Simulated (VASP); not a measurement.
Write the native input for VASP 6.6.1 that does the following.

| Quantity | Value |
| --- | --- |
| Task | single point |
| Functional | PBE |
| Potentials or basis | VASP PAW PBE potentials, release 64 (Be, Li_sv) |
| Cutoff | 520 eV |
| k mesh | 5 × 5 × 3 |
| Occupations | fermi-dirac, width 0.15 eV |
| Spin | no spin polarisation |
| Dipole correction | no |
| Further INCAR settings | LREAL = Auto; ALGO = Normal; EDIFF = 1e-06; NBANDS = 32 |

The structure of LiBe16 (a cell with a defect) lies in POSCAR:

```
LiBe16
1.0
   -2.2900000000     -3.9663960000      0.0000000000
    3.4350000000     -1.9831980000      0.0000000000
    0.0000000000      0.0000000000      7.1768600000
Be Li
16 1
Direct
    0.7653087786      0.4331913999     -0.0036279552
    0.5110256859      0.3052833092      0.2428620383
    0.7651196220      0.4332409343      0.4896826082
    0.5326575698      0.3896686311      0.7430977582
    0.4927631218     -0.0135385429     -0.0024795723
    0.2611202145      0.7981963006      0.2427981535
    0.4925956888     -0.0134274697      0.4878109894
    0.3243303295      0.7901572935      0.7426559320
    0.2601304614      0.4815126129     -0.0028700867
    0.0172040809      0.2877872467      0.2429374719
    0.2602331878      0.4815384367      0.4885694739
   -0.0597936596      0.6101038717      0.7430785610
    0.0056858943     -0.0686402979     -0.0035100868
    0.7574747302      0.7940311805      0.2428448602
    0.0057156780     -0.0688393823      0.4892262040
    0.7270957162      0.9951341208      0.7424958364
    0.1268131000      0.2009359548      0.7427803141
```

The input as run:

INCAR

```
PREC     = Accurate       # precision mode
ENCUT    = 520            # plane-wave cutoff, eV
EDIFF    = 1E-6           # SCF threshold, eV
ISMEAR   = -1             # smearing method
SIGMA    = 0.15           # smearing width, eV
LREAL    = Auto         
LASPH    = T              # aspherical terms in the spheres
NELM     = 100            # most SCF steps
ALGO     = Normal         # electronic algorithm
ISIF     = 2              # what is computed and relaxed
LWAVE    = F              # write WAVECAR
LCHARG   = F              # write CHGCAR
GGA      = PE             # functional
NBANDS   = 32             # bands
```

KPOINTS

```
regular mesh
0
Gamma
  5 5 3
```

Potentials or basis: VASP PAW PBE potentials, release 64 (Be, Li_sv).

Launch:

```bash
$ cat potpaw_PBE.64/Be/POTCAR potpaw_PBE.64/Li_sv/POTCAR > POTCAR
$ mpirun -np 1 vasp_std > vasp.out
```

It gave:

The largest force is 0.022 eV/Å.

Wall time 97 s on 1 thread of Intel(R) Xeon(R) 6975P-C (Granite Rapids) (shared host), peak memory 0.28 GiB.
